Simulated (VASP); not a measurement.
Wanted: the native input for a VASP 6.6.1 run.

| Item | Value |
| --- | --- |
| Task | single point |
| Functional | PBE |
| Potentials or basis | VASP PAW PBE potentials, release 64 (Si, Ni) |
| Cutoff | 520 eV |
| k mesh | 12 × 12 × 14 |
| Occupations | gaussian, width 0.15 eV |
| Spin | no spin polarisation |
| Dipole correction | no |
| Further INCAR settings | ALGO = Normal; EDIFF = 1e-06; NBANDS = 27 |

The structure of Si2Ni lies in POSCAR:

```
Si2Ni
1.0
    0.0000000000     -2.7234129054     -2.7234129054
   -2.7234129054      0.0000000000     -2.7234129054
    2.7234129054      2.7234129054     -5.4468258107
Si Ni
4 2
Direct
    0.1408996346      0.1408996346      0.6197001218
    0.6091003654      0.6091003654      0.1302998782
    0.3591003654      0.3591003654      0.8802998782
    0.8908996346      0.8908996346      0.3697001218
    0.4905706056      0.4905706056      0.4994740696
    1.0094293944      0.0094293944      0.0005259304
```

This cell differs from its parent crystal: atoms displaced along a vibrational mode.

These files were run (other wordings do the same):

INCAR

```
PREC = Accurate
ENCUT = 520
EDIFF = 1E-6
ISMEAR = 0
SIGMA = 0.15
LREAL = False
LASPH = True
NELM = 80
ALGO = Normal
ISIF = 2
LWAVE = False
LCHARG = False
GGA = PE
NBANDS = 27
```

KPOINTS

```
Automatic mesh
0
Gamma
  12 12 14
```

Potentials or basis: VASP PAW PBE potentials, release 64 (Si, Ni).

Command:

```sh
$ cat potpaw_PBE.64/Si/POTCAR potpaw_PBE.64/Ni/POTCAR > POTCAR
$ mpirun -np 1 vasp_std > vasp.out
```

Results of the run:

| Property | Result |
| --- | --- |
| Pressure | 2.0 GPa |
| Largest force | 1.610 eV/Å |
| Band gap on the k mesh | zero (bands 18 and 19 overlap by 1.99 eV) |

Caveat: the cell differs from its parent crystal (atoms displaced along a vibrational mode); forces of over 1 eV/Å act on the atoms, so gaps and moduli don't describe the material at rest.

Wall time 39 min on 1 thread of Intel Xeon 8259CL (shared host), peak memory 0.97 GiB.
